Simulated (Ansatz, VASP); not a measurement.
## Two plane-wave programs on BeS

```xyz
16
Lattice="6.2672 0.0000 0.0000 0.0000 6.2672 0.0000 0.0000 0.0000 5.4735" Properties=species:S:1:pos:R:3 pbc="T T T"
Be    4.0171    5.3837    5.0953
Be    4.0171    0.8835    2.3586
Be    2.2501    5.3837    2.3586
Be    2.2501    0.8835    5.0953
Be    0.8835    2.2501    3.1149
Be    5.3837    4.0171    3.1149
Be    0.8835    4.0171    0.3782
Be    5.3837    2.2501    0.3782
S     4.0171    5.3837    3.1149
S     2.2501    0.8835    3.1149
S     4.0171    0.8835    0.3782
S     2.2501    5.3837    0.3782
S     0.8835    2.2501    5.0953
S     0.8835    4.0171    2.3586
S     5.3837    2.2501    2.3586
S     5.3837    4.0171    5.0953
```

Alike in both runs: task relaxation of cell and atoms; functional PBE; k mesh 4 × 4 × 4; occupations gaussian, width 0.1 eV; no spin polarisation.

```csv
,VASP,Ansatz
version,VASP 6.6.1,Ansatz 0.2.0
potentials or method,"VASP PAW PBE potentials, release 64 (Be, S), cutoff 600 eV","scalar-relativistic, plane waves, PAW"
valence electrons in the cell,64,64
```

Ansatz gave:

```
gap on the k mesh at the Fermi level, each at its own relaxed structure (eV) : 3.59
relaxed volume (Å³/atom)                                                     : 17.00
relaxed cell length with the largest relative difference (Å)                 : 5.720
```

Task: Which values does VASP return?

Result: gap on the k mesh at the Fermi level, each at its own relaxed structure (eV): 3.61; relaxed volume (Å³/atom): 17.04; relaxed cell length with the largest relative difference (Å): 5.732.

Noted on VASP's run: the volume moved by over 15 % at a fixed basis, so the end points are rough.
